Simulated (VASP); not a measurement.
# TaSi2 (C222) in VASP: single point with PBE

Aim: the single point of TaSi2 with PBE.

Program: VASP 6.6.1. These are calculated values, not measurements. Logs are shortened: lines on timing, memory, paths and dates and some standing lists are left out, and cuts for length are marked.

**1. The cell of the first run**

Symmetry: C222, No. 21, orthorhombic system. Conventional cell: a = 4.806 Å, b = 8.324 Å, c = 13.945 Å, α = 90.00°, β = 90.00°, γ = 90.00°. Ta (site symmetry 2) has 10 Si at 2.62 to 3.27 Å and 2 Ta at 3.26 Å within 3.5 Å. Ta (site symmetry 2) has 10 Si at 2.62 to 2.84 Å and 4 Ta at 3.26 Å within 3.5 Å. Within 3.5 Å of Ta (site symmetry 2) lie 10 Si at 2.62 to 2.84 Å and 4 Ta at 3.26 Å. Within 3.4 Å of Si (site symmetry 1) lie 7 Si at 2.57 to 3.34 Å and 5 Ta at 2.62 to 3.27 Å. Si (site symmetry 1) has 9 Si at 2.57 to 3.34 Å and 5 Ta at 2.62 to 2.84 Å within 3.4 Å. Si (site symmetry 1) has 9 Si at 2.57 to 3.34 Å and 5 Ta at 2.62 to 2.84 Å within 3.4 Å.

**2. Single point, PBE (the distance across one plane changed)**

The input, INCAR:

```
ALGO = Normal
EDIFF = 1E-6
ENCUT = 520
GGA = PE
ISIF = 2
ISMEAR = 0
LASPH = T
LCHARG = T
LELF = T
LREAL = Auto
LVHAR = T
LWAVE = F
NBANDS = 72
NELM = 60
PREC = Accurate
SIGMA = 0.15
```

The input, KPOINTS:

```
k-points
0
Gamma
  9 9 3
```

The input, POSCAR:

```
TaSi2
1.0
   -4.8057071671      0.0000000000      0.0000000000
   -2.4028535835     -4.1618644899      0.0000000000
    0.0000000000      0.0000000000     13.9446946197
Ta Si
6 12
Direct
    0.5000000000      1.0000000000      0.0788671123
    0.5000000000      1.0000000000      0.5519751645
    0.0000000000      0.5000000000      0.2365697964
    0.0000000000      0.5000000000      0.7096778485
    0.5000000000      0.5000000000      0.8673805326
    0.5000000000      0.5000000000      0.3942724804
    0.1589210529      0.6821578943      0.0788671123
    0.1589210529      0.6821578943      0.5519751645
    0.3178421057      0.8410789471      0.2365697964
    0.3178421057      0.8410789471      0.7096778485
    0.1589210529      0.1589210529      0.8673805326
    0.1589210529      0.1589210529      0.3942724804
    0.8410789471      0.3178421057      0.0788671123
    0.8410789471      0.3178421057      0.5519751645
    0.6821578943      0.1589210529      0.2365697964
    0.6821578943      0.1589210529      0.7096778485
    0.8410789471      0.8410789471      0.8673805326
    0.8410789471      0.8410789471      0.3942724804
```

Potentials or basis: VASP PAW PBE potentials, release 64 (Ta_pv, Si).

The run is started by

```console
$ cat potpaw_PBE.64/Ta_pv/POTCAR potpaw_PBE.64/Si/POTCAR > POTCAR
$ mpirun -np 1 vasp_std > vasp.out
```

OUTCAR:

```text
EDIFF = 1E-6
   ENCUT = 520
   GGA = PE
   ISIF = 2
   ISMEAR = 0
   LASPH = T
   LREAL = Auto
   NELM = 60
   PREC = Accurate

 ion  position               nearest neighbor table
   1  0.500  0.000  0.079-   9 2.62  15 2.62  13 2.74   7 2.74   7 2.74  13 2.74  13 2.84   7 2.84
                             3 3.26   3 3.26  11 3.27  17 3.27
   2  0.500  0.000  0.552-  10 2.62  16 2.62  12 2.62  18 2.62   8 2.74  14 2.74   8 2.74  14 2.74
                            14 2.84   8 2.84   4 3.26   4 3.26   6 3.26   6 3.26
   3  0.000  0.500  0.237-  12 2.62  18 2.62  13 2.62   7 2.62  15 2.74   9 2.74  15 2.74   9 2.74
                            15 2.84   9 2.84   6 3.26   6 3.26   1 3.26   1 3.26
   4  0.000  0.500  0.710-   8 2.62  14 2.62  11 2.62  17 2.62  16 2.74  10 2.74  16 2.74  10 2.74
                            16 2.84  10 2.84   2 3.26   2 3.26   5 3.26   5 3.26
   5  0.500  0.500  0.867-  10 2.62  16 2.62  11 2.74  17 2.74  17 2.74  11 2.74  11 2.84  17 2.84
                             4 3.26   4 3.26  13 3.27   7 3.27
   6  0.500  0.500  0.394-   9 2.62  15 2.62  14 2.62   8 2.62  12 2.74  18 2.74  18 2.74  12 2.74
                            12 2.84  18 2.84   3 3.26   3 3.26   2 3.26   2 3.26
   7  0.159  0.682  0.079-   9 2.57   3 2.62  13 2.65   1 2.74   1 2.74   1 2.84  13 2.84  13 2.84
                             5 3.27
   8  0.159  0.682  0.552-  10 2.57  18 2.57   4 2.62   6 2.62  14 2.65   2 2.74   2 2.74   2 2.84
                            14 2.84  14 2.84
   9  0.318  0.841  0.237-  12 2.57   7 2.57   6 2.62   1 2.62  15 2.65   3 2.74   3 2.74   3 2.84
                            15 2.84  15 2.84
  10  0.318  0.841  0.710-   8 2.57  11 2.57   2 2.62   5 2.62  16 2.65   4 2.74   4 2.74   4 2.84
                            16 2.84  16 2.84
  11  0.159  0.159  0.867-  10 2.57   4 2.62  17 2.65   5 2.74   5 2.74   5 2.84  17 2.84  17 2.84
                             1 3.27
  12  0.159  0.159  0.394-   9 2.57  14 2.57   3 2.62   2 2.62  18 2.65   6 2.74   6 2.74   6 2.84
                            18 2.84  18 2.84
  13  0.841  0.318  0.079-  15 2.57   3 2.62   7 2.65   1 2.74   1 2.74   1 2.84   7 2.84   7 2.84
                             5 3.27
  14  0.841  0.318  0.552-  16 2.57  12 2.57   4 2.62   6 2.62   8 2.65   2 2.74   2 2.74   2 2.84
                             8 2.84   8 2.84
  15  0.682  0.159  0.237-  18 2.57  13 2.57   6 2.62   1 2.62   9 2.65   3 2.74   3 2.74   3 2.84
                             9 2.84   9 2.84
  16  0.682  0.159  0.710-  14 2.57  17 2.57   2 2.62   5 2.62  10 2.65   4 2.74   4 2.74   4 2.84
                            10 2.84  10 2.84
  17  0.841  0.841  0.867-  16 2.57   4 2.62  11 2.65   5 2.74   5 2.74   5 2.84  11 2.84  11 2.84
                             1 3.27
  18  0.841  0.841  0.394-  15 2.57   8 2.57   3 2.62   2 2.62  12 2.65   6 2.74   6 2.74   6 2.84
                            12 2.84  12 2.84

  LATTYP: Found a hexagonal cell.
 ALAT       =     4.8057071671
 C/A-ratio  =     2.9016946174

  Lattice vectors:

 A1 = (   2.4028535835,   4.1618644899,   0.0000000000)
 A2 = (  -4.8057071671,   0.0000000000,   0.0000000000)
[... 177 lines left out ...]
   ISMEAR =     0;   SIGMA  =   0.15  broadening in eV -4-tet -1-fermi 0-gaus
   EFERMI_NEDOS =   21; number of points for ismear=-14 and -15
   IALGO  =     38    algorithm
   IMIX   =      4    mixing-type and parameters
     AMIX     =   0.40;   BMIX     =  1.00
     AMIX_MAG =   1.60;   BMIX_MAG =  1.00
  volume/ion in A,a.u.               =      15.49       104.56
  Fermi-wavevector in a.u.,A,eV,Ry     =   1.214950  2.295922 20.083604  1.476103
  Thomas-Fermi vector in A             =   2.350353
   LORBIT       =      0    0 simple, 1 ext, 2 COOP (PROOUT), +10 PAW based schemes
   GGA     = PE    functional components
   LHFCALC =     F    Hartree Fock is set to
   AEXX    =    0.0000 exact exchange contribution
   IVDW    =     0    specifies the selected vdW correction
   LEPSILON=     F    determine dielectric tensor
   LRPA    =     F    only Hartree local field effects (RPA)
 non-spin polarized calculation
 Gauss-broadening in eV      SIGMA  =   0.15
  energy-cutoff  :      520.00
  volume of cell :      278.90
 maximum number of plane-waves:      7545
   NGX = 17   NGY = 17   NGZ = 51

 number of electron     114.0000017 magnetization

 Free energy of the ion-electron system (eV)
  ---------------------------------------------------
  ext. energy  EPLUGINS =         0.00000000
  ---------------------------------------------------
  free energy    TOTEN  =      -141.87338536 eV

  energy without entropy =     -141.78829965  energy(sigma->0) =     -141.83084251

 E-fermi :   8.4800     XC(G=0): -11.7308

 val. band max:        8.4779539589   @ k =   0.4444   0.4444   0.3333
 cond. band min:       8.4876190338   @ k =   0.2222   0.2222   0.3333
 fundamental gap:      0.0096650748
 Fermi energy:         8.4800367825

 k-point     1 :       0.0000    0.0000    0.0000
  band No.  band energies     occupation
      1     -26.0652      2.00000
      2     -26.0443      2.00000
      3     -25.9408      2.00000
      4     -25.9354      2.00000
      5     -25.9301      2.00000
      6     -25.9123      2.00000
[... 1717 lines left out ...]
     68      11.0760      0.00000
     69      11.1871      0.00000

 [... further k-points ...]

 [bands above 69 left out]

------------------------ aborting loop because EDIFF is reached ----------------------------------------

  FORCE on cell =-STRESS in cart. coord.  units (eV):
  Direction    XX          YY          ZZ          XY          YZ          ZX
  --------------------------------------------------------------------------------------
  -------------------------------------------------------------------------------------
  Total       -4.6378415     -4.2247390    -14.2282181      0.3577572      0.0000000      0.0000000
  in kB      -26.6423321    -24.2692426    -81.7347706      2.0551559      0.0000000      0.0000000
  external PRESSURE =     -44.2154484 kB  Pullay stress =       0.0000000 kB

 VOLUME and BASIS-vectors are now :
 -----------------------------------------------------------------------------
  energy-cutoff  :      520.00
  volume of cell :      278.90
      direct lattice vectors                 reciprocal lattice vectors
    -4.805707167  0.000000000  0.000000000    -0.208085921  0.120138462  0.000000000
    -2.402853583 -4.161864490  0.000000000     0.000000000 -0.240276925  0.000000000
     0.000000000  0.000000000 13.944694620     0.000000000  0.000000000  0.071711861

 POSITION                                       TOTAL-FORCE (eV/Angst)
 -----------------------------------------------------------------------------------
     -2.40285      0.00000      1.09978         0.000000     -0.000000     -1.195853
     -2.40285      0.00000      7.69713         0.000000     -0.000000      0.090886
     -1.20143     -2.08093      3.29889         0.000000     -0.000000      0.073219
     -1.20143     -2.08093      9.89624         0.000000     -0.000000     -0.073219
     -3.60428     -2.08093     12.09536         0.000000     -0.000000      1.195853
     -3.60428     -2.08093      5.49801         0.000000     -0.000000     -0.090886
[... 10 lines left out ...]
     -6.06297     -3.50046     12.09536         0.425672     -0.341518      1.408694
     -6.06297     -3.50046      5.49801         0.037195     -0.038662     -0.036114
 -----------------------------------------------------------------------------------
    total drift:                               -0.000000      0.000000      0.000005

  FREE ENERGIE OF THE ION-ELECTRON SYSTEM (eV)
  ---------------------------------------------------
  free  energy   TOTEN  =      -141.8733853586 eV

  energy  without entropy=     -141.7882996547  energy(sigma->0) =     -141.83084251
```

OSZICAR:

```text
N       E                     dE             d eps       ncg     rms          rms(c)
DAV:   1     0.811368070039E+03    0.81137E+03   -0.56085E+04  7408   0.149E+03
DAV:   2    -0.993578511123E+02   -0.91073E+03   -0.88045E+03  8264   0.377E+02
DAV:   3    -0.146355998261E+03   -0.46998E+02   -0.45584E+02  9112   0.744E+01
DAV:   4    -0.147549107108E+03   -0.11931E+01   -0.11787E+01  8760   0.113E+01
DAV:   5    -0.147579233480E+03   -0.30126E-01   -0.30053E-01  8800   0.179E+00    0.410E+01
DAV:   6    -0.142930065768E+03    0.46492E+01   -0.27756E+01  9352   0.170E+01    0.188E+01
DAV:   7    -0.145895564831E+03   -0.29655E+01   -0.26585E+01 10000   0.193E+01    0.106E+01
DAV:   8    -0.141814494117E+03    0.40811E+01   -0.14250E+01  9624   0.127E+01    0.394E+00
DAV:   9    -0.141884457865E+03   -0.69964E-01   -0.22591E+00  8768   0.429E+00    0.163E+00
DAV:  10    -0.141875164970E+03    0.92929E-02   -0.14100E-01  8616   0.141E+00    0.105E+00
DAV:  11    -0.141874430074E+03    0.73490E-03   -0.19233E-02  8952   0.550E-01    0.573E-01
DAV:  12    -0.141874175170E+03    0.25490E-03   -0.11882E-02  9152   0.616E-01    0.183E-01
DAV:  13    -0.141873429123E+03    0.74605E-03   -0.31486E-03  9280   0.325E-01    0.859E-02
DAV:  14    -0.141873397617E+03    0.31507E-04   -0.67108E-04  9448   0.927E-02    0.464E-02
DAV:  15    -0.141873384307E+03    0.13310E-04   -0.14103E-04  8824   0.632E-02    0.162E-02
DAV:  16    -0.141873385523E+03   -0.12162E-05   -0.95771E-06  7864   0.113E-02    0.737E-03
DAV:  17    -0.141873385359E+03    0.16441E-06   -0.10739E-06  4888   0.395E-03
   1 F= -.14187339E+03 E0= -.14183084E+03  d E =-.850857E-01
```

Wall time 18 min (1 thread of AMD EPYC 9R45 (Zen 5), shared host); peak memory 0.72 GiB.

Results:

- Free energy: -141.8734 eV
- Pressure: -4.4 GPa
- Largest force: 1.511 eV/Å
- Band gap on the k mesh: zero (bands 57 and 58 overlap by 0.57 eV)

Forces in eV/Å, atoms in the order of the input:
```
Ta   0.000  0.000 -1.196
Ta   0.000  0.000  0.091
Ta   0.000  0.000  0.073
Ta   0.000  0.000 -0.073
Ta   0.000  0.000  1.196
Ta   0.000  0.000 -0.091
Si  -0.509  0.198 -1.409
Si  -0.052  0.013  0.036
Si  -0.159 -0.122 -0.237
Si   0.026  0.199  0.237
Si  -0.426  0.342  1.409
Si  -0.037  0.039 -0.036
Si   0.509 -0.198 -1.409
Si   0.052 -0.013  0.036
Si   0.159  0.122 -0.237
Si  -0.026 -0.199  0.237
Si   0.426 -0.342  1.409
Si   0.037 -0.039 -0.036
```

Caveat: the cell differs from its parent crystal (the distance across one plane changed); the stress differs along the axes, from -8 to -2 GPa; spin-orbit coupling is left out, which moves the levels of the heavy elements; forces of over 1 eV/Å act on the atoms, so gaps and moduli don't describe the material at rest.
